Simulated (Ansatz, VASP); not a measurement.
# Bi in VASP and in Ansatz

Contents of INCAR:

```
SYSTEM = Bi
  PREC = Accurate
  ENCUT = 520
  EDIFF = 1E-6
  ISMEAR = -1
  SIGMA = 0.1
  LREAL = .False.
  LASPH = .True.
  NELM = 80
  ALGO = Normal
  ISIF = 2
  LWAVE = .False.
  LCHARG = .False.
  GGA = RE
  NBANDS = 22
```

The input KPOINTS:

```
Automatic mesh
0
Gamma
  9 9 9
  0 0 0
```

Contents of POSCAR:

```
Bi
1.0
    0.0000000000      3.7731760988      3.7731760988
    3.7731760988      0.0000000000      3.7731760988
    3.7731760988      3.7731760988      0.0000000000
Bi
2
Direct
    0.1250000000      0.1250000000      0.1250000000
    0.8750000000      0.8750000000      0.8750000000
```

Input for Ansatz:

```yaml
crystal:
  lattice:
    - [0.0, 3.7731760988, 3.7731760988]
    - [3.7731760988, 0.0, 3.7731760988]
    - [3.7731760988, 3.7731760988, 0.0]
  atoms:
    - { symbol: Bi, position: [0.125, 0.125, 0.125] }
    - { symbol: Bi, position: [0.875, 0.875, 0.875] }
hamiltonian:
  xc: revpbe
  pseudopotentials:
    kind: paw
    azcp:
      Bi: "pseudopotentials/Bi.paw.azcp"
basis:
  ecutwfc: 420
  fft_grid_basis: typed
kpoints:
  mp_grid: { grid: [9, 9, 9], shift: [0, 0, 0] }
magnetization:
  spin_polarized: false
scf:
  occupations: { method: fermi_dirac, width: 0.1 }
  lower_state_search: "off"
output:
  stress: true
```

Alike in both runs: task single point; functional revPBE; k mesh 9 × 9 × 9; occupations fermi-dirac, width 0.1 eV; no spin polarisation.

```csv
,VASP,Ansatz
version,VASP 6.6.1,Ansatz 0.2.0
potentials or method,"VASP PAW PBE potentials, release 64 (Bi_d), cutoff 520 eV","plane waves (420 eV) with PAW, scalar-relativistic"
valence electrons in the cell,30,30
```

Ansatz gave:

```
pressure (GPa) : -1.7
```

Task: Estimate VASP's values.

Result: Pressure (GPa): -1.8.

VASP's potentials were made for PBE, not for revPBE.

Neither program's run includes spin-orbit coupling.
